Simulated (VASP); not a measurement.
# Sr2Be (I4/mcm) in VASP: notebook

Runs on Sr2Be. Level: PBE. Tasks: relaxation of cell and atoms, single point.

Program: VASP 6.6.1. These are calculated values, not measurements. Logs are shortened: lines on timing, memory, paths and dates and some standing lists are left out, and cuts for length are marked.

## (1) The cell of the first run

The structure is tetragonal, space group I4/mcm (No. 140). Conventional cell: a = 7.077 Å, b = 7.077 Å, c = 5.891 Å, α = 90.00°, β = 90.00°, γ = 90.00°. Within 4.0 Å of Sr (site symmetry m2m) lie 4 Be at 3.02 Å and 11 Sr at 3.34 to 3.78 Å. Be (site symmetry 422) has 2 Be at 2.95 Å and 8 Sr at 3.02 Å within 3.9 Å.

## (2) Relaxation of cell and atoms, PBE

INCAR reads:

```
SYSTEM = Sr2Be
ALGO = Normal ; EDIFF = 1E-7
EDIFFG = -0.04 ; ENCUT = 600
GGA = PE ; GGA_COMPAT = .FALSE.
IBRION = 2 ; ISIF = 3
ISMEAR = 0 ; LASPH = .TRUE.
LCHARG = .FALSE. ; LREAL = .FALSE.
LWAVE = .FALSE. ; NELM = 120
NELMIN = 4 ; NSW = 90
PREC = Accurate ; SIGMA = 0.1
```

KPOINTS reads:

```
k-points
0
G
  4 4 4
  0 0 0
```

POSCAR reads:

```
Sr2Be
1.0
   -3.5384713088      3.5384713088      2.9454276121
    3.5384713088     -3.5384713088      2.9454276121
    3.5384713088      3.5384713088     -2.9454276121
Sr Be
4 2
Direct
    0.6670000000      0.1670000000      0.8340000000
    0.1670000000      0.3330000000      0.5000000000
    0.3330000000      0.8330000000      0.1660000000
    0.8330000000      0.6670000000      0.5000000000
    0.2500000000      0.2500000000      0.0000000000
    0.7500000000      0.7500000000      0.0000000000
```

Potentials or basis: VASP PAW PBE potentials, release 64 (Sr_sv, Be).

Started as:

```console
$ cat potpaw_PBE.64/Sr_sv/POTCAR potpaw_PBE.64/Be/POTCAR > POTCAR
$ mpirun -np 1 vasp_std > vasp.out
```

OUTCAR:

```text
SYSTEM = Sr2Be
   EDIFF = 1E-7
   EDIFFG = -0.04
   ENCUT = 600
   GGA = PE
   IBRION = 2
   ISIF = 3
   ISMEAR = 0
   LASPH = .TRUE.
   LREAL = .FALSE.
   NELM = 120
   NELMIN = 4
   NSW = 90
   PREC = Accurate

 ion  position               nearest neighbor table
   1  0.667  0.167  0.834-   5 3.02   6 3.02   5 3.02   6 3.02   3 3.34   3 3.38   3 3.38   2 3.73
                             4 3.73   4 3.73   2 3.73   4 3.78   2 3.78   2 3.78   4 3.78
   2  0.167  0.333  0.500-   6 3.02   5 3.02   5 3.02   6 3.02   4 3.34   4 3.38   4 3.38   3 3.73
                             1 3.73   3 3.73   1 3.73   1 3.78   3 3.78   1 3.78   3 3.78
   3  0.333  0.833  0.166-   5 3.02   6 3.02   5 3.02   6 3.02   1 3.34   1 3.38   1 3.38   2 3.73
                             4 3.73   4 3.73   2 3.73   4 3.78   2 3.78   4 3.78   2 3.78
   4  0.833  0.667  0.500-   5 3.02   6 3.02   6 3.02   5 3.02   2 3.34   2 3.38   2 3.38   1 3.73
                             1 3.73   3 3.73   3 3.73   3 3.78   1 3.78   1 3.78   3 3.78
   5  0.250  0.250  0.000-   4 3.02   3 3.02   1 3.02   2 3.02   3 3.02   2 3.02   4 3.02   1 3.02

   6  0.750  0.750  0.000-   3 3.02   2 3.02   1 3.02   3 3.02   4 3.02   4 3.02   1 3.02   2 3.02

  LATTYP: Found a body centered tetragonal cell.
 ALAT       =     7.0769426176
 C/A-ratio  =     0.8324011572

  Lattice vectors:

 A1 = (  -3.5384713088,   3.5384713088,   2.9454276121)
 A2 = (   3.5384713088,  -3.5384713088,   2.9454276121)
 A3 = (   3.5384713088,   3.5384713088,  -2.9454276121)

Analysis of symmetry for initial positions (statically):
=====================================================================
 Subroutine PRICEL returns:
 Original cell was already a primitive cell.

 Routine SETGRP: Setting up the symmetry group for a
 body centered tetragonal supercell.

 Subroutine GETGRP returns: Found 16 space group operations
 (whereof  8 operations were pure point group operations)
 out of a pool of 16 trial point group operations.

The static configuration has the point symmetry C_4h.
 The point group associated with its full space group is D_4h.

Analysis of symmetry for dynamics (positions and initial velocities):
=====================================================================
 Subroutine PRICEL returns:
 Original cell was already a primitive cell.

 Routine SETGRP: Setting up the symmetry group for a
 body centered tetragonal supercell.

 Subroutine GETGRP returns: Found 16 space group operations
 (whereof  8 operations were pure point group operations)
 out of a pool of 16 trial point group operations.

The dynamic configuration has the point symmetry C_4h.
 The point group associated with its full space group is D_4h.

 Subroutine INISYM returns: Found 16 space group operations
 (whereof  8 operations are pure point group operations),
 and found     1 'primitive' translations

----------------------------------------------------------------------------------------

                                     Primitive cell

  volume of cell :     147.5162

  direct lattice vectors                    reciprocal lattice vectors
    -3.538471309  3.538471309  2.945427612     0.000000000  0.141303958  0.169754639
     3.538471309 -3.538471309  2.945427612     0.141303958  0.000000000  0.169754639
     3.538471309  3.538471309 -2.945427612     0.141303958  0.141303958  0.000000000

  length of vectors
     5.806642939  5.806642939  5.806642939     0.220869748  0.220869748  0.199833973

  position of ions in fractional coordinates (direct lattice)
     0.667000000  0.167000000  0.834000000
     0.167000000  0.333000000  0.500000000
     0.333000000  0.833000000  0.166000000
     0.833000000  0.667000000  0.500000000
     0.250000000  0.250000000  0.000000000
     0.750000000  0.750000000  0.000000000

  ion indices of the primitive-cell ions
   primitive index   ion index
                 1           1
                 2           2
                 3           3
                 4           4
                 5           5
                 6           6

----------------------------------------------------------------------------------------

 KPOINTS: k-points

Automatic generation of k-mesh.
 Grid dimensions read from file:
 generate k-points for:    4    4    4

 Generating k-lattice:

  Cartesian coordinates                     Fractional coordinates (reciprocal lattice)
     0.000000000  0.035325989  0.042438660     0.250000000  0.000000000  0.000000000
     0.035325989  0.000000000  0.042438660     0.000000000  0.250000000  0.000000000
     0.035325989  0.035325989  0.000000000     0.000000000  0.000000000  0.250000000

  Length of vectors
     0.055217437  0.055217437  0.049958493

  Shift w.r.t. Gamma in fractional coordinates (k-lattice)
     0.000000000  0.000000000  0.000000000

 Subroutine IBZKPT returns following result:
 ===========================================

 Found     13 irreducible k-points:

 Following reciprocal coordinates:
            Coordinates               Weight
  0.000000  0.000000  0.000000      1.000000
  0.250000  0.000000  0.000000      8.000000
  0.500000  0.000000  0.000000      4.000000
  0.250000  0.250000  0.000000      8.000000
  0.500000  0.250000  0.000000     16.000000
 -0.250000  0.250000  0.000000      4.000000
  0.500000  0.500000  0.000000      2.000000
  0.250000  0.250000  0.250000      2.000000
 -0.250000  0.250000  0.250000      4.000000
  0.500000  0.500000  0.250000      4.000000
 -0.250000  0.500000  0.250000      8.000000
 -0.250000 -0.250000  0.250000      2.000000
  0.500000  0.500000  0.500000      1.000000
   k-points           NKPTS =     13   k-points in BZ     NKDIM =     13   number of bands    NBANDS=     26
   number of dos      NEDOS =    301   number of ions     NIONS =      6
   total plane-waves  NPLWV = 110592
   dimension x,y,z NGX =    48 NGY =   48 NGZ =   48
   dimension x,y,z NGXF=    96 NGYF=   96 NGZF=   96
   ions per type =               4   2
   NGX,Y,Z   is equivalent  to a cutoff of  13.74, 13.74, 13.74 a.u.
   NGXF,Y,Z  is equivalent  to a cutoff of  27.49, 27.49, 27.49 a.u.
 SYSTEM =  Sr2Be
   PREC   = accura    normal or accurate (medium, high low for compatibility)
   ISTART =      0    job   : 0-new  1-cont  2-samecut
   ICHARG =      2    charge: 1-file 2-atom 10-const
   ISPIN  =      1    spin polarized calculation?
   LNONCOLLINEAR =      F non collinear calculations
   LSORBIT =      F    spin-orbit coupling
   LASPH  =      T    aspherical Exc in radial PAW
   ENCUT  =  600.0 eV  44.10 Ry    6.64 a.u.  11.60 11.60 11.60*2*pi/ulx,y,z
   NELM   =    120;   NELMIN=  4; NELMDL= -5     # of ELM steps
   EDIFF  = 0.1E-06   stopping-criterion for ELM
   LREAL  =      F    real-space projection
   EDIFFG = -.4E-01   stopping-criterion for IOM
   NSW    =     90    number of steps for IOM
   IBRION =      2    ionic relax: 0-MD 1-quasi-New 2-CG
   NFREE  =      1    steps in history (QN), initial steepest desc. (CG)
   ISIF   =      3    stress and relaxation
   ISYM   =      2    0-nonsym 1-usesym 2-fastsym
   POTIM  = 0.5000    time-step for ionic-motion
   TEBEG  =    0.0;   TEEND  =   0.0 temperature during run
   PSTRESS=    0.0 pullay stress
   NELECT =      44.0000    total number of electrons
   NUPDOWN=      -1.0000    fix difference up-down
   EMIN   =  10.00;   EMAX   =-10.00  energy-range for DOS
   EFERMI =   0.00;   METHOD = LEGACY
   ISMEAR =     0;   SIGMA  =   0.10  broadening in eV -4-tet -1-fermi 0-gaus
   EFERMI_NEDOS =   21; number of points for ismear=-14 and -15
   IALGO  =     38    algorithm
   IMIX   =      4    mixing-type and parameters
     AMIX     =   0.40;   BMIX     =  1.00
     AMIX_MAG =   1.60;   BMIX_MAG =  1.00
  volume/ion in A,a.u.               =      24.59       165.91
  Fermi-wavevector in a.u.,A,eV,Ry     =   1.093820  2.067020 16.278581  1.196442
  Thomas-Fermi vector in A             =   2.230113
   LORBIT       =      0    0 simple, 1 ext, 2 COOP (PROOUT), +10 PAW based schemes
   GGA     = PE    functional components
   LHFCALC =     F    Hartree Fock is set to
   AEXX    =    0.0000 exact exchange contribution
   IVDW    =     0    specifies the selected vdW correction
   LEPSILON=     F    determine dielectric tensor
   LRPA    =     F    only Hartree local field effects (RPA)
 conjugate gradient relaxation of ions
 non-spin polarized calculation
 Gauss-broadening in eV      SIGMA  =   0.10
  energy-cutoff  :      600.00
  volume of cell :      147.52
 maximum number of plane-waves:      4955
 NGX is ok and might be reduce to    48
   NGX = 23   NGY = 23   NGZ = 23

--------------------------------------- Ionic step        1  -------------------------------------------

 number of electron      44.0000000 magnetization

 Free energy of the ion-electron system (eV)
  ---------------------------------------------------
  ext. energy  EPLUGINS =         0.00000000
  ---------------------------------------------------
  free energy    TOTEN  =        -9.32349012 eV

  energy without entropy =       -9.30087357  energy(sigma->0) =       -9.31218185

 E-fermi :   3.9619     XC(G=0):  -9.3333

 val. band max:        3.9091255435   @ k =  -0.2500   0.2500   0.0000
 cond. band min:       4.0054749548   @ k =   0.2500   0.0000   0.0000
 fundamental gap:      0.0963494114
 Fermi energy:         3.9619362158

 k-point     1 :       0.0000    0.0000    0.0000
  band No.  band energies     occupation
      1     -31.6366      2.00000
      2     -31.5241      2.00000
      3     -31.4408      2.00000
      4     -31.4408      2.00000
      5     -14.2043      2.00000
      6     -14.0123      2.00000
[... 479 lines left out ...]
  FREE ENERGIE OF THE ION-ELECTRON SYSTEM (eV)
  ---------------------------------------------------
  free  energy   TOTEN  =       -11.4795744958 eV

  energy  without entropy=      -11.4213796952  energy(sigma->0) =      -11.45047710

[... ionic steps 4 to 10 ...]

--------------------------------------- Ionic step       11  -------------------------------------------

 number of electron      44.0000001 magnetization

------------------------ aborting loop because EDIFF is reached ----------------------------------------

  FORCE on cell =-STRESS in cart. coord.  units (eV):
  Direction    XX          YY          ZZ          XY          YZ          ZX
  --------------------------------------------------------------------------------------
  -------------------------------------------------------------------------------------
  Total        0.2735434      0.2735434     -0.2299481      0.0000000      0.0000000     -0.0000000
  in kB        2.0384659      2.0384659     -1.7135909      0.0000000      0.0000000     -0.0000000
  external PRESSURE =       0.7877803 kB  Pullay stress =       0.0000000 kB
[... 65 lines left out ...]
  energy  without entropy=      -11.6693905785  energy(sigma->0) =      -11.68351651

--------------------------------------- Ionic step       13  -------------------------------------------

 number of electron      43.9999999 magnetization

 Free energy of the ion-electron system (eV)
  ---------------------------------------------------
  ext. energy  EPLUGINS =         0.00000000
  ---------------------------------------------------
  free energy    TOTEN  =       -11.70832882 eV

  energy without entropy =      -11.68038762  energy(sigma->0) =      -11.69435822

 E-fermi :   1.9746     XC(G=0):  -7.9796

 val. band max:        1.9268487158   @ k =  -0.2500   0.2500   0.0000
 cond. band min:       1.9924061949   @ k =   0.5000   0.5000   0.2500
 fundamental gap:      0.0655574791
 Fermi energy:         1.9745916351

 k-point     1 :       0.0000    0.0000    0.0000
  band No.  band energies     occupation
      1     -34.0354      2.00000
      2     -34.0092      2.00000
      3     -34.0000      2.00000
      4     -34.0000      2.00000
      5     -16.2500      2.00000
      6     -16.1345      2.00000
[... 399 lines left out ...]
  FREE ENERGIE OF THE ION-ELECTRON SYSTEM (eV)
  ---------------------------------------------------
  free  energy   TOTEN  =       -11.7083288159 eV

  energy  without entropy=      -11.6803876229  energy(sigma->0) =      -11.69435822

 reached required accuracy - stopping structural energy minimisation
```

Wall time 6.1 min (1 thread of Intel Xeon 6975P-C (Granite Rapids), shared host); peak memory 0.36 GiB.

What came out:

```yaml
Free_energy: -11.7083 eV
Relaxed_volume: 35.99 Å³/atom
Relaxed_cell: a = 6.554 Å, b = 6.554 Å, c = 6.554 Å, α = 107.53°, β = 107.53°, γ = 113.43°
Space_group_after_relaxing_to_0.1_Å: I4/mcm (No. 140)
Energy_gained_by_relaxing: 397.5 meV/atom
Ionic_steps: 13
Pressure_after_relaxing: 0.0 GPa
Largest_force_after_relaxing: 0.010 eV/Å
Band_gap_on_the_k_mesh: zero (bands 22 and 23 overlap by 0.38 eV)
```

Forces in eV/Å, atoms in the order of the input:
```
Sr   0.007  0.007  0.000
Sr  -0.007  0.007  0.000
Sr  -0.007 -0.007  0.000
Sr   0.007 -0.007  0.000
Be   0.000  0.000  0.000
Be   0.000  0.000  0.000
```

Stress tensor (GPa, compression positive):
```
-0.11  0.00  0.00
 0.00 -0.11  0.00
 0.00  0.00  0.17
```

Step by step:
```csv
step,energy change (eV),largest force (eV/Å),pressure (GPa),volume (Å³)
1,0.0000,0.5429,12.71,147.52
2,-1.9816,0.3444,2.52,193.20
3,-2.1561,0.2718,0.38,211.84
4,-2.1634,0.2577,-0.05,216.51
5,-2.1631,0.2534,-0.19,218.08
6,-2.2102,0.2406,-0.19,218.32
7,-2.3239,0.2172,-0.24,218.70
8,-2.2111,0.1355,-0.08,217.86
9,-2.3431,0.2094,-0.25,218.68
10,-2.3438,0.2065,-0.25,218.67
11,-2.3669,0.1372,0.08,215.00
12,-2.3742,0.0756,0.42,211.40
13,-2.3848,0.0097,-0.02,215.94
```

Final structure:
```yaml
crystal:
  lattice:
    - [-3.87409, 3.87409, 3.59700]
    - [3.87409, -3.87409, 3.59700]
    - [3.87409, 3.87409, -3.59700]
  atoms:
    - { symbol: Sr, position: [0.68608, 0.18608, 0.87217] }
    - { symbol: Sr, position: [0.18608, 0.31392, 0.50000] }
    - { symbol: Sr, position: [0.31392, 0.81392, 0.12783] }
    - { symbol: Sr, position: [0.81392, 0.68608, 0.50000] }
    - { symbol: Be, position: [0.25000, 0.25000, 0.00000] }
    - { symbol: Be, position: [0.75000, 0.75000, 0.00000] }
```

Caveat: the volume moved by over 15 % at a fixed basis, so the end points are rough.

## (3) Single point, PBE

This run uses another cell than the first one, of 35.86 Å³/atom.

INCAR reads:

```
PREC = Accurate
ENCUT = 600
EDIFF = 1E-6
ISMEAR = 0
SIGMA = 0.1
LREAL = F
LASPH = T
NELM = 120
ALGO = Normal
ISIF = 2
LWAVE = F
LCHARG = F
GGA = PE
NBANDS = 31
GGA_COMPAT = F
```

KPOINTS reads:

```
regular mesh
0
Gamma
  8 8 8
```

POSCAR reads:

```
Sr2Be
1.0
   -3.8816965804      3.8816965804      3.5694934649
    3.8816965804     -3.8816965804      3.5694934649
    3.8816965804      3.8816965804     -3.5694934649
Sr Be
4 2
Direct
    0.6862053469      0.1862053469      0.8724106938
    0.1862053469      0.3137946531      0.5000000000
    0.3137946531      0.8137946531      0.1275893062
    0.8137946531      0.6862053469      0.5000000000
    0.2500000000      0.2500000000      0.0000000000
    0.7500000000      0.7500000000      0.0000000000
```

Potentials or basis: VASP PAW PBE potentials, release 64 (Sr_sv, Be).

Started as:

```console
$ cat potpaw_PBE.64/Sr_sv/POTCAR potpaw_PBE.64/Be/POTCAR > POTCAR
$ mpirun -np 1 vasp_std > vasp.out
```

Wall time 5.4 min (1 thread of Intel Xeon 6975P-C (Granite Rapids), shared host); peak memory 0.65 GiB.

Results (log left out):

| Item | Value |
| --- | --- |
| Free energy | -11.6956 eV |
| Pressure | 0.1 GPa |
| Band gap on the k mesh | zero (bands 22 and 23 overlap by 0.35 eV) |

Levels at points of the mesh, in eV from the Fermi level:
```tsv
k point	band 18	band 19	band 20	band 21	band 22	band 23	band 24	band 25	band 26	band 27
(0.00, 0.00, 0.00)	-2.34	-1.06	-0.31	-0.05	0.05	0.05	0.39	0.39	0.77	0.77
(0.50, 0.00, 0.00)	-3.39	-1.24	-1.24	-0.43	-0.43	0.65	0.65	0.83	0.83	1.00
(0.50, 0.50, 0.00)	-2.51	-2.11	-1.03	-0.23	0.14	0.28	0.28	0.32	0.69	0.95
(0.50, 0.50, 0.50)	-1.91	-1.86	-1.85	-1.85	-0.48	-0.10	-0.10	0.50	1.74	2.18
```

The gap in the log of VASP goes by the Fermi energy; the results here count the filled bands.